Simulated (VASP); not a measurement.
# Al (P6_3/mmc) in VASP: notebook

Runs on Al. Level: PBEsol. Tasks: single point.

Everything below comes from runs of VASP 6.6.1. Logs are shortened: lines on timing, memory, paths and dates and some standing lists are left out, and cuts for length are marked.

### Step 1. The cell of the first run

It takes space group P6_3/mmc (No. 194, hexagonal). The conventional cell has a = 2.850 Å, b = 2.850 Å, c = 4.341 Å, α = 90.00°, β = 90.00°, γ = 120.00°. Al (site symmetry -6m2) has 12 Al at 2.72 to 2.85 Å within 3.6 Å.

### Step 2. Single point, PBEsol

INCAR reads:

```
  ALGO = Fast
  EDIFF = 1E-7
  ENCUT = 520
  GGA = PS
  ISIF = 2
  ISMEAR = 0
  LASPH = True
  LCHARG = False
  LREAL = False
  LWAVE = False
  NBANDS = 10
  NELM = 80
  PREC = Accurate
  SIGMA = 0.15
```

KPOINTS reads:

```
k-points
0
Gamma
  18 18 10
```

POSCAR reads:

```
Al
1.0
    2.8496988417      0.0000000000      0.0000000000
   -1.4248494208      2.4679115900      0.0000000000
    0.0000000000      0.0000000000      4.3414000000
Al
2
Direct
    0.6666666667      0.3333333333      0.7500000000
    0.3333333333      0.6666666667      0.2500000000
```

Potentials or basis: VASP PAW PBE potentials, release 64 (Al).

Command:

```console
$ cat potpaw_PBE.64/Al/POTCAR > POTCAR
$ mpirun -np 1 vasp_std > vasp.out
```

OUTCAR:

```text
EDIFF = 1E-7
   ENCUT = 520
   GGA = PS
   ISIF = 2
   ISMEAR = 0
   LASPH = True
   LREAL = False
   NELM = 80
   PREC = Accurate

 ion  position               nearest neighbor table
   1  0.667  0.333  0.750-   2 2.72   2 2.72   2 2.72   2 2.72   2 2.72   2 2.72
   2  0.333  0.667  0.250-   1 2.72   1 2.72   1 2.72   1 2.72   1 2.72   1 2.72

  LATTYP: Found a hexagonal cell.
 ALAT       =     2.8496988417
 C/A-ratio  =     1.5234592289

  Lattice vectors:

 A1 = (   2.8496988417,   0.0000000000,   0.0000000000)
 A2 = (  -1.4248494208,   2.4679115900,   0.0000000000)
 A3 = (   0.0000000000,   0.0000000000,   4.3414000000)

Analysis of symmetry for initial positions (statically):
=====================================================================
 Subroutine PRICEL returns:
 Original cell was already a primitive cell.

 Routine SETGRP: Setting up the symmetry group for a
 hexagonal supercell.

 Subroutine GETGRP returns: Found 24 space group operations
 (whereof 12 operations were pure point group operations)
 out of a pool of 24 trial point group operations.

The static configuration has the point symmetry D_3d.
 The point group associated with its full space group is D_6h.

Analysis of symmetry for dynamics (positions and initial velocities):
=====================================================================
 Subroutine PRICEL returns:
 Original cell was already a primitive cell.

 Routine SETGRP: Setting up the symmetry group for a
 hexagonal supercell.

 Subroutine GETGRP returns: Found 24 space group operations
 (whereof 12 operations were pure point group operations)
 out of a pool of 24 trial point group operations.

The dynamic configuration has the point symmetry D_3d.
 The point group associated with its full space group is D_6h.

 Subroutine INISYM returns: Found 24 space group operations
 (whereof 12 operations are pure point group operations),
 and found     1 'primitive' translations

----------------------------------------------------------------------------------------

                                     Primitive cell

  volume of cell :      30.5322

  direct lattice vectors                    reciprocal lattice vectors
     2.849698842  0.000000000  0.000000000     0.350914274  0.202600451  0.000000000
    -1.424849421  2.467911590  0.000000000     0.000000000  0.405200901  0.000000000
     0.000000000  0.000000000  4.341400000     0.000000000  0.000000000  0.230340443

  length of vectors
     2.849698842  2.849698842  4.341400000     0.405200901  0.405200901  0.230340443

  position of ions in fractional coordinates (direct lattice)
     0.666666667  0.333333333  0.750000000
     0.333333333  0.666666667  0.250000000

  ion indices of the primitive-cell ions
   primitive index   ion index
                 1           1
                 2           2

----------------------------------------------------------------------------------------

 KPOINTS: k-points

Automatic generation of k-mesh.
 Grid dimensions read from file:
 generate k-points for:   18   18   10

 Generating k-lattice:

  Cartesian coordinates                     Fractional coordinates (reciprocal lattice)
     0.019495237  0.011255581  0.000000000     0.055555556  0.000000000  0.000000000
     0.000000000  0.022511161  0.000000000     0.000000000  0.055555556  0.000000000
     0.000000000  0.000000000  0.023034044     0.000000000  0.000000000  0.100000000

  Length of vectors
     0.022511161  0.022511161  0.023034044

  Shift w.r.t. Gamma in fractional coordinates (k-lattice)
     0.000000000  0.000000000  0.000000000

 Subroutine IBZKPT returns following result:
 ===========================================

 Found    222 irreducible k-points:

 Following reciprocal coordinates:
            Coordinates               Weight
  0.000000  0.000000  0.000000      1.000000
  0.055556  0.000000  0.000000      6.000000
  0.111111  0.000000  0.000000      6.000000
  0.166667  0.000000  0.000000      6.000000
  0.222222  0.000000  0.000000      6.000000
  0.277778  0.000000  0.000000      6.000000
[... 16 lines left out ...]
  0.333333  0.111111  0.000000     12.000000
  0.388889  0.111111  0.000000     12.000000
 [... further k-points ...]
   k-points           NKPTS =    222   k-points in BZ     NKDIM =    222   number of bands    NBANDS=     10
   number of dos      NEDOS =    301   number of ions     NIONS =      2
   total plane-waves  NPLWV =  18432
   dimension x,y,z NGX =    24 NGY =   24 NGZ =   32
   dimension x,y,z NGXF=    48 NGYF=   48 NGZF=   64
   ions per type =               2
   NGX,Y,Z   is equivalent  to a cutoff of  14.00, 14.00, 12.25 a.u.
   NGXF,Y,Z  is equivalent  to a cutoff of  28.00, 28.00, 24.51 a.u.
 SYSTEM =  unknown system
   PREC   = accura    normal or accurate (medium, high low for compatibility)
   ISTART =      0    job   : 0-new  1-cont  2-samecut
   ICHARG =      2    charge: 1-file 2-atom 10-const
   ISPIN  =      1    spin polarized calculation?
   LNONCOLLINEAR =      F non collinear calculations
   LSORBIT =      F    spin-orbit coupling
   LASPH  =      T    aspherical Exc in radial PAW
   ENCUT  =  520.0 eV  38.22 Ry    6.18 a.u.   5.30  5.30  8.07*2*pi/ulx,y,z
   NELM   =     80;   NELMIN=  2; NELMDL= -5     # of ELM steps
   EDIFF  = 0.1E-06   stopping-criterion for ELM
   LREAL  =      F    real-space projection
   EDIFFG = 0.1E-05   stopping-criterion for IOM
   NSW    =      0    number of steps for IOM
   IBRION =     -1    ionic relax: 0-MD 1-quasi-New 2-CG
   NFREE  =      0    steps in history (QN), initial steepest desc. (CG)
   ISIF   =      2    stress and relaxation
   ISYM   =      2    0-nonsym 1-usesym 2-fastsym
   POTIM  = 0.5000    time-step for ionic-motion
   TEBEG  =    0.0;   TEEND  =   0.0 temperature during run
   PSTRESS=    0.0 pullay stress
   NELECT =       6.0000    total number of electrons
   NUPDOWN=      -1.0000    fix difference up-down
   EMIN   =  10.00;   EMAX   =-10.00  energy-range for DOS
   EFERMI =   0.00;   METHOD = LEGACY
   ISMEAR =     0;   SIGMA  =   0.15  broadening in eV -4-tet -1-fermi 0-gaus
   EFERMI_NEDOS =   21; number of points for ismear=-14 and -15
   IALGO  =     68    algorithm
   IMIX   =      4    mixing-type and parameters
     AMIX     =   0.40;   BMIX     =  1.00
     AMIX_MAG =   1.60;   BMIX_MAG =  1.00
  volume/ion in A,a.u.               =      15.27       103.02
  Fermi-wavevector in a.u.,A,eV,Ry     =   0.951786  1.798614 12.325461  0.905896
  Thomas-Fermi vector in A             =   2.080288
   LORBIT       =      0    0 simple, 1 ext, 2 COOP (PROOUT), +10 PAW based schemes
   GGA     = PS    functional components
   LHFCALC =     F    Hartree Fock is set to
   AEXX    =    0.0000 exact exchange contribution
   IVDW    =     0    specifies the selected vdW correction
   LEPSILON=     F    determine dielectric tensor
   LRPA    =     F    only Hartree local field effects (RPA)
 non-spin polarized calculation
 RMM-DIIS sequential band-by-band and
 Gauss-broadening in eV      SIGMA  =   0.15
  energy-cutoff  :      520.00
  volume of cell :       30.53
 maximum number of plane-waves:       834
 NGX is ok and might be reduce to    24
   NGX = 11   NGY = 11   NGZ = 17

 number of electron       6.0000000 magnetization

 Free energy of the ion-electron system (eV)
  ---------------------------------------------------
  ext. energy  EPLUGINS =         0.00000000
  ---------------------------------------------------
  free energy    TOTEN  =        -8.04711303 eV

  energy without entropy =       -8.03764206  energy(sigma->0) =       -8.04237754

 E-fermi :   8.7797     XC(G=0): -10.5426

 val. band max:        8.7697264595   @ k =   0.3889   0.2222   0.2000
 cond. band min:       8.7964894971   @ k =   0.3889   0.1667   0.2000
 fundamental gap:      0.0267630376
 Fermi energy:         8.7797469755

 k-point     1 :       0.0000    0.0000    0.0000
  band No.  band energies     occupation
      1      -2.9001      2.00000
      2       4.3221      2.00000
      3       5.1851      2.00000
      4      18.8184      0.00000
      5      18.8184      0.00000
      6      19.2697      0.00000
      7      19.2697      0.00000
      8      21.6688      0.00000
      9      22.6032      0.00000
     10      24.5182      0.00000

 k-point     2 :       0.0556    0.0000    0.0000
  band No.  band energies     occupation
      1      -2.8252      2.00000
      2       4.3906      2.00000
      3       5.2571      2.00000
      4      17.3281      0.00000
      5      17.9323      0.00000
      6      19.2575      0.00000
      7      20.2844      0.00000
      8      22.4713      0.00000
      9      23.2947      0.00000
     10      23.4609      0.00000

 k-point     3 :       0.1111    0.0000    0.0000
  band No.  band energies     occupation
      1      -2.6008      2.00000
      2       4.5959      2.00000
      3       5.4717      2.00000
      4      15.2824      0.00000
      5      16.9831      0.00000
      6      18.5004      0.00000
      7      21.6126      0.00000
      8      21.6247      0.00000
      9      22.4773      0.00000
     10      23.3697      0.00000

 k-point     4 :       0.1667    0.0000    0.0000
  band No.  band energies     occupation
      1      -2.2275      2.00000
      2       4.9382      2.00000
      3       5.8241      2.00000
      4      13.2445      0.00000
      5      16.1565      0.00000
      6      17.6037      0.00000
      7      19.6809      0.00000
      8      20.9202      0.00000
      9      22.5574      0.00000
     10      22.8326      0.00000

 k-point     5 :       0.2222    0.0000    0.0000
  band No.  band energies     occupation
      1      -1.7069      2.00000
      2       5.4174      2.00000
      3       6.3016      2.00000
      4      11.3048      0.00000
      5      15.4575      0.00000
      6      16.6885      0.00000
      7      17.7764      0.00000
      8      19.4023      0.00000
      9      21.8255      0.00000
     10      22.4157      0.00000

 k-point     6 :       0.2778    0.0000    0.0000
  band No.  band energies     occupation
      1      -1.0406      2.00000
      2       6.0333      2.00000
      3       6.8521      2.00000
      4       9.5363      0.00000
      5      14.8863      0.00000
      6      15.7201      0.00000
      7      15.9641      0.00000
      8      18.0943      0.00000
      9      21.2075      0.00000
     10      21.9299      0.00000
[... 183 lines left out ...]
 k-point    21 :       0.2222    0.1111    0.0000
  band No.  band energies     occupation
      1      -0.8192      2.00000
      2       6.2385      2.00000
      3       7.0430      2.00000
      4       9.7326      0.00000
      5      12.0781      0.00000
      6      16.0953      0.00000
      7      17.2240      0.00000
      8      18.8723      0.00000
      9      19.7462      0.00000
     10      19.9190      0.00000

 k-point    22 :       0.2778    0.1111    0.0000
  band No.  band energies     occupation
      1      -0.0110      2.00000
      2       6.9896      2.00000
      3       7.1871      2.00000
      4       8.5999      1.91007
      5      11.5983      0.00000
      6      14.4392      0.00000
      7      15.7270      0.00000
      8      18.3380      0.00000
      9      19.3467      0.00000
     10      19.4297      0.00000

 k-point    23 :       0.3333    0.1111    0.0000
  band No.  band energies     occupation
      1       0.9372      2.00000
      2       5.9982      2.00000
      3       7.8725      2.00000
      4       9.0167      0.02547
      5      11.2526      0.00000
      6      12.8927      0.00000
      7      14.3371      0.00000
      8      17.9665      0.00000
      9      19.0464      0.00000
     10      19.0881      0.00000

 k-point    24 :       0.3889    0.1111    0.0000
  band No.  band energies     occupation
      1       2.0203      2.00000
      2       4.5819      2.00000
      3       8.8693      0.39841
      4       9.7994      0.00000
      5      11.0376      0.00000
      6      11.4928      0.00000
      7      13.1611      0.00000
      8      17.7461      0.00000
      9      18.8554      0.00000
     10      18.8917      0.00000

 [... further k-points ...]

------------------------ aborting loop because EDIFF is reached ----------------------------------------

  FORCE on cell =-STRESS in cart. coord.  units (eV):
  Direction    XX          YY          ZZ          XY          YZ          ZX
  --------------------------------------------------------------------------------------
  -------------------------------------------------------------------------------------
  Total        0.7898559      0.7898559      2.2547560      0.0000000     -0.0000000      0.0000000
  in kB       41.4476672     41.4476672    118.3182603      0.0000000     -0.0000000      0.0000000
  external PRESSURE =      67.0711982 kB  Pullay stress =       0.0000000 kB

 VOLUME and BASIS-vectors are now :
 -----------------------------------------------------------------------------
  energy-cutoff  :      520.00
  volume of cell :       30.53
      direct lattice vectors                 reciprocal lattice vectors
     2.849698842  0.000000000  0.000000000     0.350914274  0.202600451  0.000000000
    -1.424849421  2.467911590  0.000000000     0.000000000  0.405200901  0.000000000
     0.000000000  0.000000000  4.341400000     0.000000000  0.000000000  0.230340443

 POSITION                                       TOTAL-FORCE (eV/Angst)
 -----------------------------------------------------------------------------------
      1.42485      0.82264      3.25605        -0.000000      0.000000      0.000000
     -0.00000      1.64527      1.08535         0.000000      0.000000      0.000000
 -----------------------------------------------------------------------------------
    total drift:                               -0.000000      0.000000     -0.000000

  FREE ENERGIE OF THE ION-ELECTRON SYSTEM (eV)
  ---------------------------------------------------
  free  energy   TOTEN  =        -8.0471130308 eV

  energy  without entropy=       -8.0376420553  energy(sigma->0) =       -8.04237754
```

Wall time 31 s (1 thread of AMD EPYC 9R45 (Zen 5), shared host); peak memory 0.15 GiB.

Results:

```
Free energy            : -8.0471 eV
Pressure               : 6.7 GPa
Band gap on the k mesh : zero (band 3 reaches 14.12 eV, above the bottom of band 4 at 5.34 eV)
```

Caveat: the PAW data sets were made with another functional, which shifts forces and pressure a little.

### Step 3. Single point, PBEsol

This run uses another cell than the first one, of 15.43 Å³/atom, 1.011 times its volume.

INCAR reads:

```
SYSTEM = Al
ALGO = Normal
EDIFF = 1E-6
ENCUT = 520
GGA = PS
ISIF = 2
ISMEAR = 0
LASPH = .TRUE.
LCHARG = .FALSE.
LREAL = .FALSE.
LWAVE = .FALSE.
NBANDS = 10
NELM = 100
PREC = Accurate
SIGMA = 0.15
```

KPOINTS reads:

```
k-points
0
G
  18 18 10
  0 0 0
```

POSCAR reads:

```
Al
1.0
    2.8896000000      0.0000000000      0.0000000000
   -1.4448000000      2.5024670068      0.0000000000
    0.0000000000      0.0000000000      4.2672000000
Al
2
Direct
    0.6666666667      0.3333333333      0.7500000000
    0.3333333333      0.6666666667      0.2500000000
```

Potentials or basis: VASP PAW PBE potentials, release 64 (Al).

Command:

```console
$ cat potpaw_PBE.64/Al/POTCAR > POTCAR
$ mpirun -np 1 vasp_std > vasp.out
```

It took 22 s on 1 thread of AMD EPYC 9R45 (Zen 5), shared host; peak memory 0.15 GiB.

The run converged. Its results:

```yaml
Free_energy: -8.0246 eV
Pressure: 6.2 GPa
Band_gap_on_the_k_mesh: zero (band 3 reaches 14.47 eV, above the bottom of band 4 at 5.20 eV)
```

Stress tensor (GPa, compression positive):
```
 2.99  0.00  0.00
 0.00  2.99  0.00
 0.00  0.00 12.69
```

Levels at points of the mesh, in eV from the Fermi level:
```tsv
k point	band 1	band 2	band 3	band 4	band 5	band 6
(0.00, 0.00, 0.00)	-11.61	-4.20	-3.18	9.44	9.44	10.03
(0.50, 0.00, 0.00)	-5.98	-5.69	0.77	1.68	2.28	2.57
(0.00, 0.00, 0.50)	-9.59	-9.59	5.63	5.63	10.92	10.92
(0.50, 0.00, 0.50)	-4.28	-4.28	-3.47	-3.47	6.39	6.39
```

Caveat: the PAW data sets were made with another functional, which shifts forces and pressure a little.
